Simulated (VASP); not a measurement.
# Mg3O4 (Pm-3m) in VASP: single point with PBE

Aim: the single point of Mg3O4 with PBE.

Program: VASP 6.6.1. These are calculated values, not measurements. Logs are shortened: lines on timing, memory, paths and dates and some standing lists are left out, and cuts for length are marked.

### Step 1. The cell of the first run

Symmetry: Pm-3m, No. 221, cubic system. Conventional cell: a = 4.212 Å, b = 4.212 Å, c = 4.212 Å, α = 90.00°, β = 90.00°, γ = 90.00°. Within 2.8 Å of Mg (site symmetry 4/mmm) lie 6 O at 2.11 Å. O (site symmetry m-3m) has 6 Mg at 2.11 Å within 2.8 Å. Within 2.8 Å of O (site symmetry 4/mmm) lie 4 Mg at 2.11 Å.

### Step 2. Single point, PBE, collinear spin

INCAR

```
SYSTEM = Mg3O4
PREC = Accurate
ENCUT = 600
EDIFF = 1E-6
ISMEAR = -1
SIGMA = 0.01
LREAL = .False.
LASPH = .True.
NELM = 200
ALGO = Normal
ISIF = 2
LWAVE = .False.
LCHARG = .True.
ISPIN = 2
MAGMOM = 0 0 0 0 0.5 0.5 0.5
LORBIT = 11
GGA = PE
LELF = .True.
LVHAR = .True.
NELECT = 28.0
NBANDS = 28
GGA_COMPAT = .False.
```

KPOINTS

```
Automatic mesh
0
Gamma
  1 1 1
  0 0 0
```

POSCAR

```
Mg3O4
1.0
    4.2120000000      0.0000000000      0.0000000000
    0.0000000000      4.2120000000      0.0000000000
    0.0000000000      0.0000000000      4.2120000000
Mg O
3 4
Direct
    0.0000000000      0.5000000000      0.5000000000
    0.5000000000      0.0000000000      0.5000000000
    0.5000000000      0.5000000000      0.0000000000
    0.5000000000      0.5000000000      0.5000000000
    0.5000000000      0.0000000000      0.0000000000
    0.0000000000      0.5000000000      0.0000000000
    0.0000000000      0.0000000000      0.5000000000
```

Potentials or basis: VASP PAW PBE potentials, release 64 (Mg, O).

The run is started by

```sh
> cat potpaw_PBE.64/Mg/POTCAR potpaw_PBE.64/O/POTCAR > POTCAR
> mpirun -np 1 vasp_gam > vasp.out
```

OUTCAR:

```text
SYSTEM = Mg3O4
   PREC = Accurate
   ENCUT = 600
   EDIFF = 1E-6
   ISMEAR = -1
   LREAL = .False.
   LASPH = .True.
   NELM = 200
   ISIF = 2
   ISPIN = 2
   LORBIT = 11
   GGA = PE
   NELECT = 28.0

 ion  position               nearest neighbor table
   1  0.000  0.500  0.500-   4 2.11   6 2.11   7 2.11   6 2.11   7 2.11   4 2.11   3 2.98   2 2.98
                             2 2.98   2 2.98   3 2.98   3 2.98   3 2.98   2 2.98
   2  0.500  0.000  0.500-   4 2.11   5 2.11   7 2.11   5 2.11   4 2.11   7 2.11   3 2.98   1 2.98
                             3 2.98   1 2.98   3 2.98   1 2.98   3 2.98   1 2.98
   3  0.500  0.500  0.000-   4 2.11   5 2.11   6 2.11   4 2.11   5 2.11   6 2.11   2 2.98   2 2.98
                             2 2.98   1 2.98   2 2.98   1 2.98   1 2.98   1 2.98
   4  0.500  0.500  0.500-   1 2.11   2 2.11   3 2.11   3 2.11   2 2.11   1 2.11
   5  0.500  0.000  0.000-   2 2.11   3 2.11   2 2.11   3 2.11
   6  0.000  0.500  0.000-   1 2.11   3 2.11   1 2.11   3 2.11
   7  0.000  0.000  0.500-   1 2.11   2 2.11   1 2.11   2 2.11

  LATTYP: Found a simple cubic cell.
 ALAT       =     4.2120000000

  Lattice vectors:

 A1 = (   4.2120000000,   0.0000000000,   0.0000000000)
 A2 = (   0.0000000000,   4.2120000000,   0.0000000000)
 A3 = (   0.0000000000,   0.0000000000,   4.2120000000)

Analysis of symmetry for initial positions (statically):
=====================================================================
 Subroutine PRICEL returns:
 Original cell was already a primitive cell.

 Routine SETGRP: Setting up the symmetry group for a
 simple cubic supercell.

 Subroutine GETGRP returns: Found 48 space group operations
 (whereof 48 operations were pure point group operations)
 out of a pool of 48 trial point group operations.

The static configuration has the point symmetry O_h .

Analysis of symmetry for dynamics (positions and initial velocities):
=====================================================================
 Subroutine PRICEL returns:
 Original cell was already a primitive cell.

 Routine SETGRP: Setting up the symmetry group for a
 simple cubic supercell.

 Subroutine GETGRP returns: Found 48 space group operations
 (whereof 48 operations were pure point group operations)
 out of a pool of 48 trial point group operations.

The dynamic configuration has the point symmetry O_h .

Analysis of structural, dynamic, and magnetic symmetry:
=====================================================================
 Subroutine PRICEL returns:
 Original cell was already a primitive cell.

 Routine SETGRP: Setting up the symmetry group for a
 simple cubic supercell.

 Subroutine GETGRP returns: Found 48 space group operations
 (whereof 48 operations were pure point group operations)
 out of a pool of 48 trial point group operations.

The overall configuration has the point symmetry O_h .

 Subroutine INISYM returns: Found 48 space group operations
 (whereof 48 operations are pure point group operations),
 and found     1 'primitive' translations

----------------------------------------------------------------------------------------

                                     Primitive cell

  volume of cell :      74.7249

  direct lattice vectors                    reciprocal lattice vectors
     4.212000000  0.000000000  0.000000000     0.237416904  0.000000000  0.000000000
     0.000000000  4.212000000  0.000000000     0.000000000  0.237416904  0.000000000
     0.000000000  0.000000000  4.212000000     0.000000000  0.000000000  0.237416904

  length of vectors
     4.212000000  4.212000000  4.212000000     0.237416904  0.237416904  0.237416904

  position of ions in fractional coordinates (direct lattice)
     0.000000000  0.500000000  0.500000000
     0.500000000  0.000000000  0.500000000
     0.500000000  0.500000000  0.000000000
     0.500000000  0.500000000  0.500000000
     0.500000000  0.000000000  0.000000000
     0.000000000  0.500000000  0.000000000
     0.000000000  0.000000000  0.500000000

  ion indices of the primitive-cell ions
   primitive index   ion index
                 1           1
                 2           2
                 3           3
                 4           4
                 5           5
                 6           6
                 7           7

----------------------------------------------------------------------------------------

 KPOINTS: Automatic mesh

Automatic generation of k-mesh.
 Grid dimensions read from file:
 generate k-points for:    1    1    1

 Generating k-lattice:

  Cartesian coordinates                     Fractional coordinates (reciprocal lattice)
     0.237416904  0.000000000  0.000000000     1.000000000  0.000000000  0.000000000
     0.000000000  0.237416904  0.000000000     0.000000000  1.000000000  0.000000000
     0.000000000  0.000000000  0.237416904     0.000000000  0.000000000  1.000000000

  Length of vectors
     0.237416904  0.237416904  0.237416904

  Shift w.r.t. Gamma in fractional coordinates (k-lattice)
     0.000000000  0.000000000  0.000000000

 Subroutine IBZKPT returns following result:
 ===========================================

 Found      1 irreducible k-points:

 Following reciprocal coordinates:
            Coordinates               Weight
  0.000000  0.000000  0.000000      1.000000
   k-points           NKPTS =      1   k-points in BZ     NKDIM =      1   number of bands    NBANDS=     28
   number of dos      NEDOS =    301   number of ions     NIONS =      7
   total plane-waves  NPLWV =  46656
   dimension x,y,z NGX =    36 NGY =   36 NGZ =   36
   dimension x,y,z NGXF=    72 NGYF=   72 NGZF=   72
   ions per type =               3   4
   NGX,Y,Z   is equivalent  to a cutoff of  14.21, 14.21, 14.21 a.u.
   NGXF,Y,Z  is equivalent  to a cutoff of  28.42, 28.42, 28.42 a.u.
 SYSTEM =  Mg3O4
   PREC   = accura    normal or accurate (medium, high low for compatibility)
   ISTART =      0    job   : 0-new  1-cont  2-samecut
   ICHARG =      2    charge: 1-file 2-atom 10-const
   ISPIN  =      2    spin polarized calculation?
   LNONCOLLINEAR =      F non collinear calculations
   LSORBIT =      F    spin-orbit coupling
   LASPH  =      T    aspherical Exc in radial PAW
   ENCUT  =  600.0 eV  44.10 Ry    6.64 a.u.   8.41  8.41  8.41*2*pi/ulx,y,z
   NELM   =    200;   NELMIN=  2; NELMDL= -5     # of ELM steps
   EDIFF  = 0.1E-05   stopping-criterion for ELM
   LREAL  =      F    real-space projection
   EDIFFG = 0.1E-04   stopping-criterion for IOM
   NSW    =      0    number of steps for IOM
   IBRION =     -1    ionic relax: 0-MD 1-quasi-New 2-CG
   NFREE  =      0    steps in history (QN), initial steepest desc. (CG)
   ISIF   =      2    stress and relaxation
   ISYM   =      2    0-nonsym 1-usesym 2-fastsym
   POTIM  = 0.5000    time-step for ionic-motion
   TEBEG  =    0.0;   TEEND  =   0.0 temperature during run
   PSTRESS=    0.0 pullay stress
   NELECT =      28.0000    total number of electrons
   NUPDOWN=      -1.0000    fix difference up-down
   EMIN   =  10.00;   EMAX   =-10.00  energy-range for DOS
   EFERMI =   0.00;   METHOD = LEGACY
   ISMEAR =    -1;   SIGMA  =   0.01  broadening in eV -4-tet -1-fermi 0-gaus
   EFERMI_NEDOS =   21; number of points for ismear=-14 and -15
   IALGO  =     38    algorithm
   IMIX   =      4    mixing-type and parameters
     AMIX     =   0.40;   BMIX     =  1.00
     AMIX_MAG =   1.60;   BMIX_MAG =  1.00
  volume/ion in A,a.u.               =      10.67        72.04
  Fermi-wavevector in a.u.,A,eV,Ry     =   1.180246  2.230341 18.952647  1.392980
  Thomas-Fermi vector in A             =   2.316542
   LORBIT       =     11    0 simple, 1 ext, 2 COOP (PROOUT), +10 PAW based schemes
   GGA     = PE    functional components
   LHFCALC =     F    Hartree Fock is set to
   AEXX    =    0.0000 exact exchange contribution
   IVDW    =     0    specifies the selected vdW correction
   LEPSILON=     F    determine dielectric tensor
   LRPA    =     F    only Hartree local field effects (RPA)
 spin polarized calculation
  energy-cutoff  :      600.00
  volume of cell :       74.72
 maximum number of plane-waves:      1259
 NGX is ok and might be reduce to    36
   NGX = 17   NGY = 17   NGZ = 17

 number of electron      28.0000021 magnetization       1.9999788

 Free energy of the ion-electron system (eV)
  ---------------------------------------------------
  ext. energy  EPLUGINS =         0.00000000
  ---------------------------------------------------
  free energy    TOTEN  =       -37.49807894 eV

  energy without entropy =      -37.47898352  energy(sigma->0) =      -37.48853123

 E-fermi :   0.8636     XC(G=0):  -9.7612

 val. band max:        0.8566228672   @ k =   0.0000   0.0000   0.0000
 cond. band min:       2.3733880378   @ k =   0.0000   0.0000   0.0000
 fundamental gap:      1.5167651706
 Fermi energy:         0.8635542840

 spin component 1

 k-point     1 :       0.0000    0.0000    0.0000
  band No.  band energies     occupation
      1     -16.3504      1.00000
      2     -15.3490      1.00000
      3     -15.3490      1.00000
      4     -14.3906      1.00000
      5      -2.4771      1.00000
      6      -2.4771      1.00000
[... 18 lines left out ...]
     25      15.2773      0.00000
     26      15.2773      0.00000
 Fermi energy:         0.8635542840

 spin component 2

 k-point     1 :       0.0000    0.0000    0.0000
  band No.  band energies     occupation
      1     -15.7604      1.00000
      2     -14.4098      1.00000
      3     -13.8540      1.00000
      4     -13.8539      1.00000
      5      -2.1084      1.00000
      6      -2.1084      1.00000
[... 18 lines left out ...]
     25      15.5496      0.00000
     26      15.5496      0.00000
 [bands above 26 left out]

------------------------ aborting loop because EDIFF is reached ----------------------------------------

  FORCE on cell =-STRESS in cart. coord.  units (eV):
  Direction    XX          YY          ZZ          XY          YZ          ZX
  --------------------------------------------------------------------------------------
  -------------------------------------------------------------------------------------
  Total       -8.4256277     -8.4256277     -8.4256277      0.0000000      0.0000000      0.0000000
  in kB     -180.6540741   -180.6540741   -180.6540741      0.0000000      0.0000000      0.0000000
  external PRESSURE =    -180.6540741 kB  Pullay stress =       0.0000000 kB

 VOLUME and BASIS-vectors are now :
 -----------------------------------------------------------------------------
  energy-cutoff  :      600.00
  volume of cell :       74.72
      direct lattice vectors                 reciprocal lattice vectors
     4.212000000  0.000000000  0.000000000     0.237416904  0.000000000  0.000000000
     0.000000000  4.212000000  0.000000000     0.000000000  0.237416904  0.000000000
     0.000000000  0.000000000  4.212000000     0.000000000  0.000000000  0.237416904

 POSITION                                       TOTAL-FORCE (eV/Angst)
 -----------------------------------------------------------------------------------
      0.00000      2.10600      2.10600         0.000000      0.000000      0.000000
      2.10600      0.00000      2.10600         0.000000      0.000000      0.000000
      2.10600      2.10600      0.00000         0.000000      0.000000      0.000000
      2.10600      2.10600      2.10600         0.000000      0.000000      0.000000
      2.10600      0.00000      0.00000         0.000000      0.000000      0.000000
      0.00000      2.10600      0.00000         0.000000      0.000000      0.000000
      0.00000      0.00000      2.10600         0.000000      0.000000      0.000000
 -----------------------------------------------------------------------------------
    total drift:                                0.000000      0.000000     -0.000000

  FREE ENERGIE OF THE ION-ELECTRON SYSTEM (eV)
  ---------------------------------------------------
  free  energy   TOTEN  =       -37.4980789428 eV

  energy  without entropy=      -37.4789835178  energy(sigma->0) =      -37.48853123

 total charge

# of ion       s       p       d       tot
------------------------------------------
    1        0.026   0.250   0.012   0.289
    2        0.026   0.250   0.012   0.289
    3        0.026   0.250   0.012   0.289
    4        1.529   3.459   0.000   4.987
    5        1.561   3.238   0.000   4.799
    6        1.561   3.238   0.000   4.799
    7        1.561   3.238   0.000   4.799
--------------------------------------------------
tot          6.292  13.922   0.037  20.251

 magnetization (x)

# of ion       s       p       d       tot
------------------------------------------
    1       -0.001  -0.011  -0.001  -0.012
    2       -0.001  -0.011  -0.001  -0.012
    3       -0.001  -0.011  -0.001  -0.012
    4       -0.008  -0.455   0.000  -0.463
    5        0.013   0.698   0.000   0.710
    6        0.013   0.698   0.000   0.710
    7        0.013   0.698   0.000   0.710
--------------------------------------------------
tot          0.026   1.606  -0.002   1.630
```

Run time: 36 s. Hardware: 1 thread of Intel Xeon Platinum 8259CL at 2.50GHz (Skylake/Cascade Lake), shared host; peak memory 0.22 GiB.

What came out:

| Quantity | Value |
| --- | --- |
| Free energy | -37.4981 eV |
| Net moment | 2.00 μB per cell |
| Site moments | Mg -0.01; O -0.46, +0.71 μB |
| Valence electrons inside the program's atomic spheres | Mg 0.29; O 4.99, 4.80 |

Caveat: the k points lie up to 1.49 Å⁻¹ apart; the cell carries a net charge on a neutralising background, which shifts energy and pressure; the cell is charged against a uniform background, so pressure and absolute levels hang on convention.
